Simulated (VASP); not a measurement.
Write the native input for VASP 6.6.1 that does the following.

```yaml
Task: single point
Functional: PBE
Dispersion: D3(BJ)
Potentials_or_basis: VASP PAW PBE potentials, release 64 (B, N)
Cutoff: 520 eV
k_mesh: 12 × 12 × 4
Occupations: methfessel-paxton, width 0.05 eV
Spin: no spin polarisation
Dipole_correction: no
Further_INCAR_settings: ALGO = Normal; EDIFF = 1e-06; NBANDS = 16
```

The structure of BN lies in POSCAR:

```
BN
1.0
    2.5061127838      0.0000000000      0.0000000000
   -1.2530563919      2.1703573356      0.0000000000
    0.0000000000      0.0000000000      6.5923998870
B N
2 2
Direct
   -0.1728768184      0.0000000000      0.5000000000
    0.5065098970      0.6666666667      0.0000000000
    0.1723419976      0.0000000000      0.0000000000
    0.4940933386      0.3333333333      0.5000000000
```

This cell differs from its parent crystal: atoms displaced along a vibrational mode.

These files were run (other wordings do the same):

INCAR

```
ALGO = Normal ; EDIFF = 1E-6
ENCUT = 520 ; GGA = PE
ISIF = 2 ; ISMEAR = 1
IVDW = 12 ; LASPH = True
LCHARG = False ; LREAL = False
LWAVE = False ; NBANDS = 16
NELM = 60 ; PREC = Accurate
SIGMA = 0.05
```

KPOINTS

```
k-points
0
Gamma
  12 12 4
```

Potentials or basis: VASP PAW PBE potentials, release 64 (B, N).

The run is started by

```console
$ cat potpaw_PBE.64/B/POTCAR potpaw_PBE.64/N/POTCAR > POTCAR
$ mpirun -np 1 vasp_std > vasp.out
```

Results of the run:

```yaml
Pressure: 0.3 GPa
Largest_force: 0.086 eV/Å
Band_gap_on_the_k_mesh: 3.40 eV (least direct gap 3.75 eV)
Dispersion_energy_per_atom: -0.142 eV
```

Caveat: the cell differs from its parent crystal (atoms displaced along a vibrational mode).

Wall time 92 s on 1 thread of AMD EPYC 7R13, with other jobs on the host, peak memory 0.21 GiB.
